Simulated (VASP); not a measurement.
# AlCo (Pm-3m) in VASP: notebook

The runs below take AlCo through single point, with PBEsol.

Everything below comes from runs of VASP 6.6.1. Logs are shortened: lines on timing, memory, paths and dates and some standing lists are left out, and cuts for length are marked.

### Step 1. The cell of the first run

Symmetry: Pm-3m, No. 221, cubic system. The conventional cell has a = 2.594 Å, b = 2.594 Å, c = 2.594 Å, α = 90.00°, β = 90.00°, γ = 90.00°. Within 3.0 Å of Al (site symmetry m-3m) lie 8 Co at 2.25 Å and 6 Al at 2.59 Å. Co (site symmetry m-3m) has 8 Al at 2.25 Å and 6 Co at 2.59 Å within 3.0 Å.

### Step 2. Single point, PBEsol (strain -0.080 along x and y, -0.080 along z)

Contents of INCAR:

```
PREC = Accurate
ENCUT = 520
EDIFF = 1E-6
ISMEAR = 0
SIGMA = 0.15
LREAL = F
LASPH = T
NELM = 80
ALGO = Fast
ISIF = 2
LWAVE = F
LCHARG = T
GGA = PS
LELF = T
LVHAR = T
NBANDS = 13
```

Contents of KPOINTS:

```
Automatic mesh
0
Gamma
  16 16 16
```

Contents of POSCAR:

```
AlCo
1.0
    2.5938509532      0.0000000000      0.0000000000
    0.0000000000      2.5938509532      0.0000000000
    0.0000000000      0.0000000000      2.5938509532
Al Co
1 1
Direct
    0.0000000000      0.0000000000      0.0000000000
    0.5000000000      0.5000000000      0.5000000000
```

Potentials or basis: VASP PAW PBE potentials, release 64 (Al, Co).

Command:

```
$ cat potpaw_PBE.64/Al/POTCAR potpaw_PBE.64/Co/POTCAR > POTCAR
$ mpirun -np 1 vasp_std > vasp.out
```

OUTCAR:

```text
PREC = Accurate
   ENCUT = 520
   EDIFF = 1E-6
   ISMEAR = 0
   LREAL = F
   LASPH = T
   NELM = 80
   ISIF = 2
   GGA = PS

 ion  position               nearest neighbor table
   1  0.000  0.000  0.000-   2 2.25   2 2.25   2 2.25   2 2.25   2 2.25   2 2.25   2 2.25   2 2.25

   2  0.500  0.500  0.500-   1 2.25   1 2.25   1 2.25   1 2.25   1 2.25   1 2.25   1 2.25   1 2.25

  LATTYP: Found a simple cubic cell.
 ALAT       =     2.5938509532

  Lattice vectors:

 A1 = (   2.5938509532,   0.0000000000,   0.0000000000)
 A2 = (   0.0000000000,   2.5938509532,   0.0000000000)
 A3 = (   0.0000000000,   0.0000000000,   2.5938509532)

Analysis of symmetry for initial positions (statically):
=====================================================================
 Subroutine PRICEL returns:
 Original cell was already a primitive cell.

 Routine SETGRP: Setting up the symmetry group for a
 simple cubic supercell.

 Subroutine GETGRP returns: Found 48 space group operations
 (whereof 48 operations were pure point group operations)
 out of a pool of 48 trial point group operations.

The static configuration has the point symmetry O_h .

Analysis of symmetry for dynamics (positions and initial velocities):
=====================================================================
 Subroutine PRICEL returns:
 Original cell was already a primitive cell.

 Routine SETGRP: Setting up the symmetry group for a
 simple cubic supercell.

 Subroutine GETGRP returns: Found 48 space group operations
 (whereof 48 operations were pure point group operations)
 out of a pool of 48 trial point group operations.

The dynamic configuration has the point symmetry O_h .

 Subroutine INISYM returns: Found 48 space group operations
 (whereof 48 operations are pure point group operations),
 and found     1 'primitive' translations

----------------------------------------------------------------------------------------

                                     Primitive cell

  volume of cell :      17.4516

  direct lattice vectors                    reciprocal lattice vectors
     2.593850953  0.000000000  0.000000000     0.385527163  0.000000000  0.000000000
     0.000000000  2.593850953  0.000000000     0.000000000  0.385527163  0.000000000
     0.000000000  0.000000000  2.593850953     0.000000000  0.000000000  0.385527163

  length of vectors
     2.593850953  2.593850953  2.593850953     0.385527163  0.385527163  0.385527163

  position of ions in fractional coordinates (direct lattice)
     0.000000000  0.000000000  0.000000000
     0.500000000  0.500000000  0.500000000

  ion indices of the primitive-cell ions
   primitive index   ion index
                 1           1
                 2           2

----------------------------------------------------------------------------------------

 KPOINTS: Automatic mesh

Automatic generation of k-mesh.
 Grid dimensions read from file:
 generate k-points for:   16   16   16

 Generating k-lattice:

  Cartesian coordinates                     Fractional coordinates (reciprocal lattice)
     0.024095448  0.000000000  0.000000000     0.062500000  0.000000000  0.000000000
     0.000000000  0.024095448  0.000000000     0.000000000  0.062500000  0.000000000
     0.000000000  0.000000000  0.024095448     0.000000000  0.000000000  0.062500000

  Length of vectors
     0.024095448  0.024095448  0.024095448

  Shift w.r.t. Gamma in fractional coordinates (k-lattice)
     0.000000000  0.000000000  0.000000000

 Subroutine IBZKPT returns following result:
 ===========================================

 Found    165 irreducible k-points:

 Following reciprocal coordinates:
            Coordinates               Weight
  0.000000  0.000000  0.000000      1.000000
  0.062500  0.000000  0.000000      6.000000
  0.125000  0.000000  0.000000      6.000000
  0.187500  0.000000  0.000000      6.000000
  0.250000  0.000000  0.000000      6.000000
  0.312500  0.000000  0.000000      6.000000
[... 16 lines left out ...]
  0.437500  0.125000  0.000000     24.000000
  0.500000  0.125000  0.000000     12.000000
 [... further k-points ...]
   k-points           NKPTS =    165   k-points in BZ     NKDIM =    165   number of bands    NBANDS=     13
   number of dos      NEDOS =    301   number of ions     NIONS =      2
   total plane-waves  NPLWV =   8000
   dimension x,y,z NGX =    20 NGY =   20 NGZ =   20
   dimension x,y,z NGXF=    40 NGYF=   40 NGZF=   40
   ions per type =               1   1
   NGX,Y,Z   is equivalent  to a cutoff of  12.82, 12.82, 12.82 a.u.
   NGXF,Y,Z  is equivalent  to a cutoff of  25.64, 25.64, 25.64 a.u.
 SYSTEM =  unknown system
   PREC   = accura    normal or accurate (medium, high low for compatibility)
   ISTART =      0    job   : 0-new  1-cont  2-samecut
   ICHARG =      2    charge: 1-file 2-atom 10-const
   ISPIN  =      1    spin polarized calculation?
   LNONCOLLINEAR =      F non collinear calculations
   LSORBIT =      F    spin-orbit coupling
   LASPH  =      T    aspherical Exc in radial PAW
   ENCUT  =  520.0 eV  38.22 Ry    6.18 a.u.   4.82  4.82  4.82*2*pi/ulx,y,z
   NELM   =     80;   NELMIN=  2; NELMDL= -5     # of ELM steps
   EDIFF  = 0.1E-05   stopping-criterion for ELM
   LREAL  =      F    real-space projection
   EDIFFG = 0.1E-04   stopping-criterion for IOM
   NSW    =      0    number of steps for IOM
   IBRION =     -1    ionic relax: 0-MD 1-quasi-New 2-CG
   NFREE  =      0    steps in history (QN), initial steepest desc. (CG)
   ISIF   =      2    stress and relaxation
   ISYM   =      2    0-nonsym 1-usesym 2-fastsym
   POTIM  = 0.5000    time-step for ionic-motion
   TEBEG  =    0.0;   TEEND  =   0.0 temperature during run
   PSTRESS=    0.0 pullay stress
   NELECT =      12.0000    total number of electrons
   NUPDOWN=      -1.0000    fix difference up-down
   EMIN   =  10.00;   EMAX   =-10.00  energy-range for DOS
   EFERMI =   0.00;   METHOD = LEGACY
   ISMEAR =     0;   SIGMA  =   0.15  broadening in eV -4-tet -1-fermi 0-gaus
   EFERMI_NEDOS =   21; number of points for ismear=-14 and -15
   IALGO  =     68    algorithm
   IMIX   =      4    mixing-type and parameters
     AMIX     =   0.40;   BMIX     =  1.00
     AMIX_MAG =   1.60;   BMIX_MAG =  1.00
  volume/ion in A,a.u.               =       8.73        58.88
  Fermi-wavevector in a.u.,A,eV,Ry     =   1.444964  2.730585 28.407872  2.087920
  Thomas-Fermi vector in A             =   2.563199
   LORBIT       =      0    0 simple, 1 ext, 2 COOP (PROOUT), +10 PAW based schemes
   GGA     = PS    functional components
   LHFCALC =     F    Hartree Fock is set to
   AEXX    =    0.0000 exact exchange contribution
   IVDW    =     0    specifies the selected vdW correction
   LEPSILON=     F    determine dielectric tensor
   LRPA    =     F    only Hartree local field effects (RPA)
 non-spin polarized calculation
 RMM-DIIS sequential band-by-band and
 Gauss-broadening in eV      SIGMA  =   0.15
  energy-cutoff  :      520.00
  volume of cell :       17.45
 maximum number of plane-waves:       484
 NGX is ok and might be reduce to    20
   NGX =  9   NGY =  9   NGZ =  9

 number of electron      12.0000002 magnetization

 Free energy of the ion-electron system (eV)
  ---------------------------------------------------
  ext. energy  EPLUGINS =         0.00000000
  ---------------------------------------------------
  free energy    TOTEN  =       -12.02074975 eV

  energy without entropy =      -12.01553428  energy(sigma->0) =      -12.01814202

 E-fermi :  14.7760     XC(G=0): -13.8470

 val. band max:       14.7714328983   @ k =   0.5000   0.4375   0.1875
 cond. band min:      14.8110855157   @ k =   0.4375   0.4375   0.1250
 fundamental gap:      0.0396526174
 Fermi energy:        14.7760038072

 k-point     1 :       0.0000    0.0000    0.0000
  band No.  band energies     occupation
      1       1.6497      2.00000
      2      10.2163      2.00000
      3      10.2163      2.00000
      4      13.5375      2.00000
      5      13.5375      2.00000
      6      13.5375      2.00000
      7      22.3559      0.00000
      8      22.3559      0.00000
      9      22.3559      0.00000
     10      24.7609      0.00000
     11      24.7609      0.00000
     12      36.1421      0.00000
     13      40.1068      0.00000

 k-point     2 :       0.0625    0.0000    0.0000
  band No.  band energies     occupation
      1       1.7409      2.00000
      2      10.2207      2.00000
      3      10.2470      2.00000
      4      13.4797      2.00000
      5      13.4797      2.00000
      6      13.5442      2.00000
      7      21.4085      0.00000
      8      22.4808      0.00000
      9      22.4808      0.00000
     10      24.7190      0.00000
     11      25.6806      0.00000
     12      36.3742      0.00000
     13      38.9815      0.00000

 k-point     3 :       0.1250    0.0000    0.0000
  band No.  band energies     occupation
      1       2.0127      2.00000
      2      10.2180      2.00000
      3      10.3360      2.00000
      4      13.3207      2.00000
      5      13.3207      2.00000
      6      13.5633      2.00000
      7      19.8558      0.00000
      8      22.8408      0.00000
      9      22.8408      0.00000
     10      24.5956      0.00000
     11      27.1525      0.00000
     12      37.0805      0.00000
     13      37.3625      0.00000

 k-point     4 :       0.1875    0.0000    0.0000
  band No.  band energies     occupation
      1       2.4590      2.00000
      2      10.1576      2.00000
      3      10.4730      2.00000
      4      13.0972      2.00000
      5      13.0972      2.00000
      6      13.5920      2.00000
      7      18.3468      0.00000
      8      23.3995      0.00000
      9      23.3995      0.00000
     10      24.3995      0.00000
     11      28.5550      0.00000
     12      35.7452      0.00000
     13      35.7452      0.00000

 k-point     5 :       0.2500    0.0000    0.0000
  band No.  band energies     occupation
      1       3.0698      2.00000
      2       9.9540      2.00000
      3      10.6414      2.00000
      4      12.8518      2.00000
      5      12.8518      2.00000
      6      13.6261      2.00000
      7      17.0569      0.00000
      8      24.1122      0.00000
      9      24.1122      0.00000
     10      24.1498      0.00000
     11      29.8002      0.00000
     12      34.1969      0.00000
     13      34.1969      0.00000
[... 257 lines left out ...]
 k-point    22 :       0.3750    0.1250    0.0000
  band No.  band energies     occupation
      1       5.0311      2.00000
      2       8.9630      2.00000
      3      11.0413      2.00000
      4      12.2668      2.00000
      5      12.4689      2.00000
      6      13.4835      2.00000
      7      15.5873      0.00000
      8      22.4075      0.00000
      9      25.2672      0.00000
     10      26.3331      0.00000
     11      30.1121      0.00000
     12      31.6354      0.00000
     13      33.4789      0.00000

 k-point    23 :       0.4375    0.1250    0.0000
  band No.  band energies     occupation
      1       5.9985      2.00000
      2       8.0501      2.00000
      3      11.1762      2.00000
      4      12.1816      2.00000
      5      12.3518      2.00000
      6      13.5037      2.00000
      7      15.2280      0.00002
      8      22.8195      0.00000
      9      25.0352      0.00000
     10      27.2029      0.00000
     11      29.5974      0.00000
     12      30.5181      0.00000
     13      34.2757      0.00000

 k-point    24 :       0.5000    0.1250    0.0000
  band No.  band energies     occupation
      1       6.9191      2.00000
      2       7.1386      2.00000
      3      11.2283      2.00000
      4      12.1481      2.00000
      5      12.3116      2.00000
      6      13.5108      2.00000
      7      15.1193      0.00121
      8      22.9871      0.00000
      9      24.9329      0.00000
     10      27.6709      0.00000
     11      29.4185      0.00000
     12      29.9685      0.00000
     13      34.4555      0.00000

 [... further k-points ...]
[... 5 lines left out ...]
  --------------------------------------------------------------------------------------
  -------------------------------------------------------------------------------------
  Total        9.1915510      9.1915510      9.1915510     -0.0000000     -0.0000000      0.0000000
  in kB      843.8482085    843.8482085    843.8482085     -0.0000000     -0.0000000      0.0000000
  external PRESSURE =     843.8482085 kB  Pullay stress =       0.0000000 kB

 VOLUME and BASIS-vectors are now :
 -----------------------------------------------------------------------------
  energy-cutoff  :      520.00
  volume of cell :       17.45
      direct lattice vectors                 reciprocal lattice vectors
     2.593850953  0.000000000  0.000000000     0.385527163  0.000000000  0.000000000
     0.000000000  2.593850953  0.000000000     0.000000000  0.385527163  0.000000000
     0.000000000  0.000000000  2.593850953     0.000000000  0.000000000  0.385527163

 POSITION                                       TOTAL-FORCE (eV/Angst)
 -----------------------------------------------------------------------------------
      0.00000      0.00000      0.00000         0.000000      0.000000      0.000000
      1.29693      1.29693      1.29693         0.000000      0.000000      0.000000
 -----------------------------------------------------------------------------------
    total drift:                               -0.000000      0.000000      0.000000

  FREE ENERGIE OF THE ION-ELECTRON SYSTEM (eV)
  ---------------------------------------------------
  free  energy   TOTEN  =       -12.0207497515 eV

  energy  without entropy=      -12.0155342825  energy(sigma->0) =      -12.01814202
```

It took 72 s on 1 thread of AMD EPYC 7R13, shared host; peak memory 0.12 GiB.

What came out:

| Item | Value |
| --- | --- |
| Free energy | -12.0207 eV |
| Pressure | 84.4 GPa |
| Band gap on the k mesh | zero (band 6 reaches 17.16 eV, above the bottom of band 7 at 14.42 eV) |

Caveat: the cell differs from its parent crystal (strain -0.080 along x and y, -0.080 along z); the PAW data sets were made with another functional, which shifts forces and pressure a little.

### Step 3. Single point, PBEsol (strain -0.040 along x and y, -0.040 along z)

Contents of INCAR:

```
SYSTEM = AlCo
ALGO = Normal
EDIFF = 1E-6
ENCUT = 520
GGA = PS
ISIF = 2
ISMEAR = 0
LASPH = .TRUE.
LCHARG = .TRUE.
LELF = .TRUE.
LREAL = .FALSE.
LVHAR = .TRUE.
LWAVE = .FALSE.
NBANDS = 13
NELM = 80
PREC = Accurate
SIGMA = 0.15
```

Contents of KPOINTS:

```
k-points
0
G
  16 16 16
  0 0 0
```

Contents of POSCAR:

```
AlCo
1.0
    2.7066270816      0.0000000000      0.0000000000
    0.0000000000      2.7066270816      0.0000000000
    0.0000000000      0.0000000000      2.7066270816
Al Co
1 1
Direct
    0.0000000000      0.0000000000      0.0000000000
    0.5000000000      0.5000000000      0.5000000000
```

Potentials or basis: VASP PAW PBE potentials, release 64 (Al, Co).

Command:

```
$ cat potpaw_PBE.64/Al/POTCAR potpaw_PBE.64/Co/POTCAR > POTCAR
$ mpirun -np 1 vasp_std > vasp.out
```

Wall time 52 s (1 thread of AMD EPYC 7R13, shared host); peak memory 0.13 GiB.

Results (log left out):

```yaml
Free_energy: -12.8464 eV
Pressure: 32.1 GPa
Band_gap_on_the_k_mesh: zero (band 6 reaches 15.04 eV, above the bottom of band 7 at 12.37 eV)
```

Levels at points of the mesh, in eV from the Fermi level:
```tsv
k point	band 2	band 3	band 4	band 5	band 6	band 7	band 8	band 9	band 10	band 11
(0.00, 0.00, 0.00)	-3.76	-3.76	-1.02	-1.02	-1.02	6.80	6.80	6.80	9.42	9.42
(0.50, 0.00, 0.00)	-7.31	-3.02	-2.09	-2.09	-0.88	0.26	8.58	11.49	11.49	13.45
(0.50, 0.50, 0.00)	-3.76	-2.99	-2.99	-1.88	-1.88	-0.30	2.91	4.48	14.65	17.24
(0.50, 0.50, 0.50)	-4.71	-4.71	-0.25	-0.25	2.37	2.37	2.37	5.68	6.28	6.28
```

Caveat: the cell differs from its parent crystal (strain -0.040 along x and y, -0.040 along z); the PAW data sets were made with another functional, which shifts forces and pressure a little. Spin polarisation is off, so any magnetic state and its effect on volume and gap are missing.

### Step 4. Single point, PBEsol (strain +0.040 along x and y, +0.040 along z)

Contents of INCAR:

```
ALGO = Normal
EDIFF = 1E-6
ENCUT = 520
GGA = PS
ISIF = 2
ISMEAR = 0
LASPH = True
LCHARG = False
LREAL = False
LWAVE = False
NBANDS = 13
NELM = 100
PREC = Accurate
SIGMA = 0.15
```

Contents of KPOINTS:

```
k-points
0
Gamma
  16 16 16
```

Contents of POSCAR:

```
AlCo
1.0
    2.9321793384      0.0000000000      0.0000000000
    0.0000000000      2.9321793384      0.0000000000
    0.0000000000      0.0000000000      2.9321793384
Al Co
1 1
Direct
    0.0000000000      0.0000000000      0.0000000000
    0.5000000000      0.5000000000      0.5000000000
```

Command:

```
$ cat potpaw_PBE.64/Al/POTCAR potpaw_PBE.64/Co/POTCAR > POTCAR
$ mpirun -np 1 vasp_std > vasp.out
```

Run time: 60 s. Hardware: 1 thread of AMD EPYC 7R13, shared host; peak memory 0.15 GiB.

It converged, with:

```yaml
Free_energy: -12.9253 eV
Pressure: -17.1 GPa
Band_gap_on_the_k_mesh: zero (band 6 reaches 11.72 eV, above the bottom of band 7 at 9.12 eV)
```

Levels at points of the mesh, in eV from the Fermi level:
```csv
k point,band 3,band 4,band 5,band 6,band 7,band 8,band 9,band 10
"(0.00, 0.00, 0.00)",-2.59,-0.70,-0.70,-0.70,5.58,5.58,5.58,8.44
"(0.50, 0.00, 0.00)",-2.08,-1.48,-1.48,-0.60,0.15,8.32,10.13,10.13
"(0.50, 0.50, 0.00)",-2.46,-2.46,-1.28,-1.28,-0.21,2.18,3.04,11.83
"(0.50, 0.50, 0.50)",-3.52,-0.18,-0.18,2.39,2.39,2.39,3.41,4.95
```

Caveat: the cell differs from its parent crystal (strain +0.040 along x and y, +0.040 along z); the PAW data sets were made with another functional, which shifts forces and pressure a little.

### Step 5. Single point, PBEsol (strain +0.080 along x and y, +0.080 along z)

Contents of INCAR:

```
SYSTEM = AlCo
ALGO = Fast
EDIFF = 1E-6
ENCUT = 520
GGA = PS
ISIF = 2
ISMEAR = 0
LASPH = .TRUE.
LCHARG = .TRUE.
LELF = .TRUE.
LREAL = .FALSE.
LVHAR = .TRUE.
LWAVE = .FALSE.
NBANDS = 13
NELM = 60
PREC = Accurate
SIGMA = 0.15
```

Contents of KPOINTS:

```
k-points
0
G
  16 16 16
  0 0 0
```

Contents of POSCAR:

```
AlCo
1.0
    3.0449554668      0.0000000000      0.0000000000
    0.0000000000      3.0449554668      0.0000000000
    0.0000000000      0.0000000000      3.0449554668
Al Co
1 1
Direct
    0.0000000000      0.0000000000      0.0000000000
    0.5000000000      0.5000000000      0.5000000000
```

Command:

```
$ cat potpaw_PBE.64/Al/POTCAR potpaw_PBE.64/Co/POTCAR > POTCAR
$ mpirun -np 1 vasp_std > vasp.out
```

Wall time 92 s (1 thread of AMD EPYC 7R13, shared host); peak memory 0.16 GiB.

It converged, with:

| Quantity | Value |
| --- | --- |
| Free energy | -12.4991 eV |
| Pressure | -27.0 GPa |
| Band gap on the k mesh | zero (band 6 reaches 10.39 eV, above the bottom of band 7 at 7.81 eV) |

Levels at points of the mesh, in eV from the Fermi level:
| k point | band 4 | band 5 | band 6 | band 7 | band 8 | band 9 |
| --- | --- | --- | --- | --- | --- | --- |
| (0.00, 0.00, 0.00) | -0.57 | -0.57 | -0.57 | 5.09 | 5.09 | 5.09 |
| (0.50, 0.00, 0.00) | -1.25 | -1.25 | -0.49 | 0.12 | 8.15 | 9.55 |
| (0.50, 0.50, 0.00) | -2.21 | -1.06 | -1.06 | -0.17 | 1.90 | 2.47 |
| (0.50, 0.50, 0.50) | -0.14 | -0.14 | 2.41 | 2.41 | 2.41 | 2.50 |

Caveat: the cell differs from its parent crystal (strain +0.080 along x and y, +0.080 along z); the PAW data sets were made with another functional, which shifts forces and pressure a little.

### Step 6. The runs side by side

| cell | gap on the mesh (eV) | pressure (GPa) |
| --- | --- | --- |
| a = 2.594 Å, 2 atoms | none | 84.4 |
| a = 2.707 Å, 2 atoms | none | 32.1 |
| a = 2.932 Å, 2 atoms | none | -17.1 |
| a = 3.045 Å, 2 atoms | none | -27.0 |

Alike in all rows: task single point; level PBEsol; potentials or basis VASP PAW PBE potentials, release 64 (Al, Co); no spin polarisation; k mesh 16 × 16 × 16; cutoff (eV) 520; smearing gaussian 0.15 eV.

Caveats: the PAW data sets were made with another functional, which shifts forces and pressure a little.

Absolute energies hang on the potentials; compare differences alone.
